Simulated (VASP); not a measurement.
Runs of VASP 6.6.1 on InRu3. The structure is that of space group Fm-3m (No. 225), or close to it. The cells are those of the table. 

| task | spin | cell | k mesh | cutoff (eV) | gap on the mesh (eV) | pressure (GPa) | relaxed volume (Å³/atom) |
| --- | --- | --- | --- | --- | --- | --- | --- |
| single point | off | a = 4.441 Å, angles 60.0°, 4 atoms | 6 × 6 × 6 | 520 | none | 0.0 | - |
| relaxation of cell and atoms | off | relaxed from a = 4.836 Å, angles 60.0°, 4 atoms | 4 × 4 × 4 | 600 | none | 0.0 | 15.52 |
| relaxation of cell and atoms | off | relaxed from a = 4.444 Å, angles 60.0°, 4 atoms | 6 × 6 × 6 | 600 | none | 0.0 | 15.48 |
| single point | off | a = 4.444 Å, angles 60.0°, 4 atoms | 4 × 4 × 4 | 520 | none | 0.0 | - |
| single point | off | a = 4.836 Å, angles 60.0°, 4 atoms | 4 × 4 × 4 | 520 | none | (a) | - |
| single point | collinear, ferromagnetic start | a = 4.441 Å, angles 60.0°, 4 atoms | 6 × 6 × 6 | 520 | none | 1.2 | - |

Alike in all rows: level PBE; potentials or basis VASP PAW PBE potentials, release 64 (In_d, Ru_pv); smearing gaussian 0.1 eV.

**Question.** Fill in the values left out.

**Answer.** (a) -28.6.

Caveats: some runs use coarse meshes; spin-orbit coupling is left out, which moves the levels of the heavy elements; the volume moved by over 15 % at a fixed basis, so the end points are rough (some runs).

A k mesh can miss the band edges, and the runs leave out spin-orbit coupling on In, Ru.

A gap of «none» marks levels without a gap at the run's occupations.
